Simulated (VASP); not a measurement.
A run of VASP 6.6.1 is set up as follows.

INCAR

```
SYSTEM = Se
PREC = Accurate
ENCUT = 520
EDIFF = 1E-8
ISMEAR = -1
SIGMA = 0.03
LREAL = .FALSE.
LASPH = .TRUE.
NELM = 80
ALGO = Normal
ISIF = 2
LWAVE = .FALSE.
LCHARG = .FALSE.
GGA = PS
LEFG = .TRUE.
NBANDS = 16
```

Contents of KPOINTS:

```
regular mesh
0
G
  6 6 5
  0 0 0
```

File POSCAR:

```
Se
1.0
    4.3368957106      0.0000000000      0.0000000000
   -2.1684478553      3.7558618590      0.0000000000
    0.0000000000      0.0000000000      4.9203533607
Se
3
Direct
    0.2254000000      0.0000000000      0.3333333333
    0.0000000000      0.2254000000      0.6666666667
    0.7746000000      0.7746000000      0.0000000000
```

Potentials or basis: VASP PAW PBE potentials, release 64 (Se).

Command:

```bash
$ cat potpaw_PBE.64/Se/POTCAR > POTCAR
$ mpirun -np 1 vasp_std > vasp.out
```

(1) Predict the band gap on the k mesh.

(2) Predict the pressure.

(3) Predict the largest force.

Answers

(1) 1.22 eV, indirect (least direct gap 1.50 eV).

(2) 1.6 GPa.

(3) 0.551 eV/Å.

Caveat: without QUAD_EFG the Cq values of the log hold for a quadrupole moment of 1 mb, not for the nuclei; the PAW data sets were made with another functional, which shifts forces and pressure a little.
